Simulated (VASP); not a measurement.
Ti: elastic constants with PBEsol

Ti:

```xyz
2
Lattice="2.7202 0.0000 0.0000 -1.3601 2.3558 0.0000 0.0000 0.0000 4.3421" Properties=species:S:1:pos:R:3 pbc="T T T"
Ti    0.0000    1.5705    1.0855
Ti    1.3601    0.7853    3.2566
```

```yaml
Program: VASP 6.6.1
Task: elastic constants
Functional: PBEsol
Potentials_or_basis: VASP PAW PBE potentials, release 64 (Ti_sv)
Cutoff: 600 eV
k_mesh: 18 × 18 × 10
Occupations: fermi-dirac, width 0.08 eV
Spin: no spin polarisation
Dipole_correction: no
Ions_in_elastic_constants: relaxed
Further_INCAR_settings: ALGO = Normal; EDIFF = 1e-08; IBRION = 6; POTIM = 0.015; NSW = 1; ISIF = 3
```

```json
{
 "Voigt bulk modulus": "178 GPa",
 "Highest phonon frequency at Γ": "308 cm⁻¹"
}
```

Phonon frequencies in cm⁻¹ (negative: imaginary):
| q point | frequencies |
| --- | --- |
| (0.000, 0.000, 0.000) | 0 0 0 86 86 308 |

Elastic tensor in Voigt notation (GPa, in the Cartesian axes of the cell as first typed):
```
206 180 137   0   0   0
180 206 137   0   0   0
137 137 284   0   0   0
  0   0   0  28   0   0
  0   0   0   0  28   0
  0   0   0   0   0  13
```

Clamped-ion elastic tensor (GPa):
```
271 115 137   0   0   0
115 271 137   0   0   0
137 137 284   0   0   0
  0   0   0  28   0   0
  0   0   0   0  28   0
  0   0   0   0   0  78
```

Wall time 99 min on 1 thread of Oxide Virtual Turin-like Processor (shared host), peak memory 0.83 GiB.

Caveat: the cell is under stress, which shifts elastic constants; the PAW data sets were made with another functional, which shifts forces and pressure a little.
